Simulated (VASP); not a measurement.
# Cd (R-3m) in VASP: single point with PBE

Aim: the single point of Cd with PBE.

Program: VASP 6.6.1. These are calculated values, not measurements. Logs are shortened: lines on timing, memory, paths and dates and some standing lists are left out, and cuts for length are marked.

## Step 1: The cell of the first run

It takes space group R-3m (No. 166, trigonal). Conventional cell: a = 3.325 Å, b = 3.325 Å, c = 7.660 Å, α = 90.00°, β = 90.00°, γ = 120.00°. Cd (site symmetry -3m) has 12 Cd at 3.19 to 3.32 Å within 4.2 Å.

## Step 2: Single point, PBE (strain along c alone, the other axes held: +6.0 %)

Contents of INCAR:

```
  ALGO = Fast
  EDIFF = 1E-6
  ENCUT = 520
  GGA = PE
  ISIF = 2
  ISMEAR = 0
  LASPH = True
  LCHARG = False
  LREAL = False
  LWAVE = False
  NBANDS = 25
  NELM = 80
  PREC = Accurate
  SIGMA = 0.1
```

Contents of KPOINTS:

```
k-points
0
Gamma
  15 15 6
```

Contents of POSCAR:

```
Cd
1.0
    3.3247709869      0.0000000000      0.0000000000
   -1.6623854934      2.8793361364      0.0000000000
    0.0000000000      0.0000000000      7.6599880818
Cd
3
Direct
    0.0000000000      0.0000000000      0.0000000000
    0.6666666667      0.3333333333      0.3333333333
    0.3333333333      0.6666666667      0.6666666667
```

Potentials or basis: VASP PAW PBE potentials, release 64 (Cd).

Started as:

```bash
$ cat potpaw_PBE.64/Cd/POTCAR > POTCAR
$ mpirun -np 1 vasp_std > vasp.out
```

OUTCAR:

```text
EDIFF = 1E-6
   ENCUT = 520
   GGA = PE
   ISIF = 2
   ISMEAR = 0
   LASPH = True
   LREAL = False
   NELM = 80
   PREC = Accurate

 ion  position               nearest neighbor table
   1  0.000  0.000  0.000-   2 3.19   3 3.19   3 3.19   2 3.19   2 3.19   3 3.19
   2  0.667  0.333  0.333-   1 3.19   1 3.19   1 3.19   3 3.19   3 3.19   3 3.19
   3  0.333  0.667  0.667-   1 3.19   1 3.19   1 3.19   2 3.19   2 3.19   2 3.19

  LATTYP: Found a hexagonal cell.
 ALAT       =     3.3247709869
 C/A-ratio  =     2.3039144988

  Lattice vectors:

 A1 = (   3.3247709869,   0.0000000000,   0.0000000000)
 A2 = (  -1.6623854934,   2.8793361364,   0.0000000000)
 A3 = (   0.0000000000,   0.0000000000,   7.6599880818)

Analysis of symmetry for initial positions (statically):
=====================================================================
 Subroutine PRICEL returns following result:

  LATTYP: Found a trigonal (rhomboedric) cell.
 ALAT       =     3.1944000267
 COS(alpha) =     0.4583548298

  Lattice vectors:

 A1 = (  -1.6623854931,  -0.9597787123,  -2.5533293611)
 A2 = (  -0.0000000001,   1.9195574244,  -2.5533293603)
 A3 = (   1.6623854933,  -0.9597787120,  -2.5533293603)

   3 primitive cells build up your supercell.

 Routine SETGRP: Setting up the symmetry group for a
 hexagonal supercell.

 Subroutine GETGRP returns: Found 12 space group operations
 (whereof 12 operations were pure point group operations)
 out of a pool of 24 trial point group operations.

The static configuration has the point symmetry D_3d.

Analysis of symmetry for dynamics (positions and initial velocities):
=====================================================================
 Subroutine PRICEL returns following result:

  LATTYP: Found a trigonal (rhomboedric) cell.
 ALAT       =     3.1944000267
 COS(alpha) =     0.4583548298

  Lattice vectors:

 A1 = (  -1.6623854931,  -0.9597787123,  -2.5533293611)
 A2 = (  -0.0000000001,   1.9195574244,  -2.5533293603)
 A3 = (   1.6623854933,  -0.9597787120,  -2.5533293603)

   3 primitive cells build up your supercell.

 Routine SETGRP: Setting up the symmetry group for a
 hexagonal supercell.

 Subroutine GETGRP returns: Found 12 space group operations
 (whereof 12 operations were pure point group operations)
 out of a pool of 24 trial point group operations.

The dynamic configuration has the point symmetry D_3d.

 Subroutine INISYM returns: Found 12 space group operations
 (whereof 12 operations are pure point group operations),
 and found     3 'primitive' translations

----------------------------------------------------------------------------------------

                                     Primitive cell

  volume of cell :      24.4434

  direct lattice vectors                    reciprocal lattice vectors
    -1.662385493 -0.959778712 -2.553329361    -0.300772596 -0.173651139 -0.130548506
    -0.000000000  1.919557424 -2.553329360     0.000000000  0.347302278 -0.130548506
     1.662385493 -0.959778712 -2.553329360     0.300772596 -0.173651139 -0.130548506

  length of vectors
     3.194400027  3.194400026  3.194400026     0.371028011  0.371028011  0.371028011

  position of ions in fractional coordinates (direct lattice)
     0.000000000  0.000000000  0.000000000

  ion indices of the primitive-cell ions
   primitive index   ion index
                 1           1

----------------------------------------------------------------------------------------

 KPOINTS: k-points

Automatic generation of k-mesh.
 Grid dimensions read from file:
 generate k-points for:   15   15    6

 Generating k-lattice:

  Cartesian coordinates                     Fractional coordinates (reciprocal lattice)
     0.020051506  0.011576743  0.000000000     0.066666667  0.000000000  0.000000000
     0.000000000  0.023153485  0.000000000     0.000000000  0.066666667  0.000000000
     0.000000000  0.000000000  0.021758084     0.000000000  0.000000000  0.166666667

  Length of vectors
     0.023153485  0.023153485  0.021758084

  Shift w.r.t. Gamma in fractional coordinates (k-lattice)
     0.000000000  0.000000000  0.000000000

 Subroutine IBZKPT returns following result:
 ===========================================

 Found    146 irreducible k-points:

 Following reciprocal coordinates:
            Coordinates               Weight
  0.000000  0.000000  0.000000      1.000000
  0.066667  0.000000  0.000000      6.000000
  0.133333  0.000000  0.000000      6.000000
  0.200000  0.000000  0.000000      6.000000
  0.266667  0.000000  0.000000      6.000000
  0.333333  0.000000  0.000000      6.000000
[... 16 lines left out ...]
  0.333333  0.200000  0.000000     12.000000
  0.400000  0.200000  0.000000      6.000000
 [... further k-points ...]
   k-points           NKPTS =    146   k-points in BZ     NKDIM =    146   number of bands    NBANDS=     25
   number of dos      NEDOS =    301   number of ions     NIONS =      3
   total plane-waves  NPLWV =  47040
   dimension x,y,z NGX =    28 NGY =   28 NGZ =   60
   dimension x,y,z NGXF=    56 NGYF=   56 NGZF=  120
   ions per type =               3
   NGX,Y,Z   is equivalent  to a cutoff of  14.00, 14.00, 13.02 a.u.
   NGXF,Y,Z  is equivalent  to a cutoff of  28.00, 28.00, 26.04 a.u.
 SYSTEM =  unknown system
   PREC   = accura    normal or accurate (medium, high low for compatibility)
   ISTART =      0    job   : 0-new  1-cont  2-samecut
   ICHARG =      2    charge: 1-file 2-atom 10-const
   ISPIN  =      1    spin polarized calculation?
   LNONCOLLINEAR =      F non collinear calculations
   LSORBIT =      F    spin-orbit coupling
   LASPH  =      T    aspherical Exc in radial PAW
   ENCUT  =  520.0 eV  38.22 Ry    6.18 a.u.   6.18  6.18 14.24*2*pi/ulx,y,z
   NELM   =     80;   NELMIN=  2; NELMDL= -5     # of ELM steps
   EDIFF  = 0.1E-05   stopping-criterion for ELM
   LREAL  =      F    real-space projection
[... 7 lines left out ...]
   TEBEG  =    0.0;   TEEND  =   0.0 temperature during run
   PSTRESS=    0.0 pullay stress
   NELECT =      36.0000    total number of electrons
   NUPDOWN=      -1.0000    fix difference up-down
   EMIN   =  10.00;   EMAX   =-10.00  energy-range for DOS
   EFERMI =   0.00;   METHOD = LEGACY
   ISMEAR =     0;   SIGMA  =   0.10  broadening in eV -4-tet -1-fermi 0-gaus
   EFERMI_NEDOS =   21; number of points for ismear=-14 and -15
   IALGO  =     68    algorithm
   IMIX   =      4    mixing-type and parameters
     AMIX     =   0.40;   BMIX     =  1.00
     AMIX_MAG =   1.60;   BMIX_MAG =  1.00
  volume/ion in A,a.u.               =      24.44       164.95
  Fermi-wavevector in a.u.,A,eV,Ry     =   1.291462  2.440509 22.692801  1.667874
  Thomas-Fermi vector in A             =   2.423230
   LORBIT       =      0    0 simple, 1 ext, 2 COOP (PROOUT), +10 PAW based schemes
   GGA     = PE    functional components
   LHFCALC =     F    Hartree Fock is set to
   AEXX    =    0.0000 exact exchange contribution
   IVDW    =     0    specifies the selected vdW correction
   LEPSILON=     F    determine dielectric tensor
   LRPA    =     F    only Hartree local field effects (RPA)
 non-spin polarized calculation
 RMM-DIIS sequential band-by-band and
 Gauss-broadening in eV      SIGMA  =   0.10
  energy-cutoff  :      520.00
  volume of cell :       73.33
 maximum number of plane-waves:      1998
 NGX is ok and might be reduce to    28
   NGX = 13   NGY = 13   NGZ = 29

 number of electron      35.9999990 magnetization

 Free energy of the ion-electron system (eV)
  ---------------------------------------------------
  ext. energy  EPLUGINS =         0.00000000
  ---------------------------------------------------
  free energy    TOTEN  =        -2.19555242 eV

  energy without entropy =       -2.18889060  energy(sigma->0) =       -2.19222151

 E-fermi :   2.0251     XC(G=0): -10.3984

 val. band max:        2.0220023368   @ k =   0.4000   0.0000   0.1667
 cond. band min:       2.0310487842   @ k =  -0.2667  -0.4000   0.1667
 fundamental gap:      0.0090464474
 Fermi energy:         2.0251145451

 k-point     1 :       0.0000    0.0000    0.0000
  band No.  band energies     occupation
      1      -7.0269      2.00000
      2      -7.0269      2.00000
      3      -6.8682      2.00000
      4      -6.8682      2.00000
      5      -6.7500      2.00000
      6      -6.7500      2.00000
[... 17 lines left out ...]
     24      13.2332      0.00000
     25      14.5694      0.00000

 k-point     2 :       0.0667    0.0000    0.0000
  band No.  band energies     occupation
      1      -7.0156      2.00000
      2      -7.0083      2.00000
      3      -6.8734      2.00000
      4      -6.8572      2.00000
      5      -6.7602      2.00000
      6      -6.7492      2.00000
[... 17 lines left out ...]
     24      13.9330      0.00000
     25      14.1199      0.00000

 k-point     3 :       0.1333    0.0000    0.0000
  band No.  band energies     occupation
      1      -7.0131      2.00000
      2      -6.9532      2.00000
      3      -6.8908      2.00000
      4      -6.8288      2.00000
      5      -6.7693      2.00000
      6      -6.7659      2.00000
[... 17 lines left out ...]
     24      12.1604      0.00000
     25      13.2197      0.00000

 k-point     4 :       0.2000    0.0000    0.0000
  band No.  band energies     occupation
      1      -7.0531      2.00000
      2      -6.9204      2.00000
      3      -6.8778      2.00000
      4      -6.8347      2.00000
      5      -6.7985      2.00000
      6      -6.7948      2.00000
[... 17 lines left out ...]
     24      10.1420      0.00000
     25      12.6467      0.00000

 k-point     5 :       0.2667    0.0000    0.0000
  band No.  band energies     occupation
      1      -7.1218      2.00000
      2      -6.9651      2.00000
      3      -6.9564      2.00000
      4      -6.8433      2.00000
      5      -6.8137      2.00000
      6      -6.7666      2.00000
[... 17 lines left out ...]
     24       9.2840      0.00000
     25      12.2684      0.00000

 k-point     6 :       0.3333    0.0000    0.0000
  band No.  band energies     occupation
      1      -7.1971      2.00000
      2      -7.0873      2.00000
      3      -6.9896      2.00000
      4      -6.8953      2.00000
      5      -6.7899      2.00000
      6      -6.7474      2.00000
[... 17 lines left out ...]
     24       8.6165      0.00000
     25      11.9603      0.00000
[... 393 lines left out ...]
 k-point    21 :       0.2000    0.2000    0.0000
  band No.  band energies     occupation
      1      -7.0421      2.00000
      2      -7.0421      2.00000
      3      -6.9129      2.00000
      4      -6.9129      2.00000
      5      -6.8752      2.00000
      6      -6.8656      2.00000
[... 17 lines left out ...]
     24       7.9244      0.00000
     25       8.5963      0.00000

 k-point    22 :       0.2667    0.2000    0.0000
  band No.  band energies     occupation
      1      -7.1341      2.00000
      2      -7.0439      2.00000
      3      -6.9731      2.00000
      4      -6.9179      2.00000
      5      -6.8587      2.00000
      6      -6.8331      2.00000
[... 17 lines left out ...]
     24       7.3805      0.00000
     25       8.9643      0.00000

 k-point    23 :       0.3333    0.2000    0.0000
  band No.  band energies     occupation
      1      -7.1958      2.00000
      2      -7.0340      2.00000
      3      -7.0117      2.00000
      4      -6.9670      2.00000
      5      -6.8073      2.00000
      6      -6.7970      2.00000
[... 17 lines left out ...]
     24       7.1059      0.00000
     25       9.5892      0.00000

 k-point    24 :       0.4000    0.2000    0.0000
  band No.  band energies     occupation
      1      -7.2172      2.00000
      2      -7.0251      2.00000
      3      -7.0075      2.00000
      4      -7.0075      2.00000
      5      -6.7844      2.00000
      6      -6.7844      2.00000
[... 17 lines left out ...]
     24       7.0156      0.00000
     25       9.8952      0.00000

 [... further k-points ...]

------------------------ aborting loop because EDIFF is reached ----------------------------------------

  FORCE on cell =-STRESS in cart. coord.  units (eV):
  Direction    XX          YY          ZZ          XY          YZ          ZX
  --------------------------------------------------------------------------------------
  -------------------------------------------------------------------------------------
  Total       -0.9535213     -0.9535213     -1.0572390     -0.0000000     -0.0000000     -0.0000000
  in kB      -20.8333344    -20.8333344    -23.0994458     -0.0000000     -0.0000000     -0.0000000
  external PRESSURE =     -21.5887049 kB  Pullay stress =       0.0000000 kB

 VOLUME and BASIS-vectors are now :
 -----------------------------------------------------------------------------
  energy-cutoff  :      520.00
  volume of cell :       73.33
      direct lattice vectors                 reciprocal lattice vectors
     3.324770987  0.000000000  0.000000000     0.300772596  0.173651139  0.000000000
    -1.662385493  2.879336136  0.000000000     0.000000000  0.347302278  0.000000000
     0.000000000  0.000000000  7.659988082     0.000000000  0.000000000  0.130548506

 POSITION                                       TOTAL-FORCE (eV/Angst)
 -----------------------------------------------------------------------------------
      0.00000      0.00000      0.00000         0.000000      0.000000      0.000000
      1.66239      0.95978      2.55333         0.000000     -0.000000     -0.000000
     -0.00000      1.91956      5.10666        -0.000000      0.000000      0.000000
 -----------------------------------------------------------------------------------
    total drift:                               -0.000000      0.000000      0.000000

  FREE ENERGIE OF THE ION-ELECTRON SYSTEM (eV)
  ---------------------------------------------------
  free  energy   TOTEN  =        -2.1955524163 eV

  energy  without entropy=       -2.1888906037  energy(sigma->0) =       -2.19222151
```

It took 3.2 min on 1 thread of Intel Xeon Platinum 8259CL at 2.50GHz (Skylake/Cascade Lake), shared host; peak memory 0.34 GiB.

What came out:

- Free energy: -2.1956 eV
- Pressure: -2.2 GPa
- Band gap on the k mesh: zero (band 18 reaches 3.45 eV, above the bottom of band 19 at 0.41 eV)

Levels at points of the mesh, in eV from the Fermi level:
```csv
k point,band 15,band 16,band 17,band 18,band 19,band 20,band 21,band 22
"(0.00, 0.00, 0.00)",-8.31,-7.94,-4.93,-4.93,3.96,3.96,11.21,11.21
"(0.00, 0.00, 0.50)",-8.14,-7.22,-7.22,-1.55,-0.72,10.09,10.09,10.76
```

Caveat: the cell differs from its parent crystal (strain along c alone, the other axes held: +6.0 %).
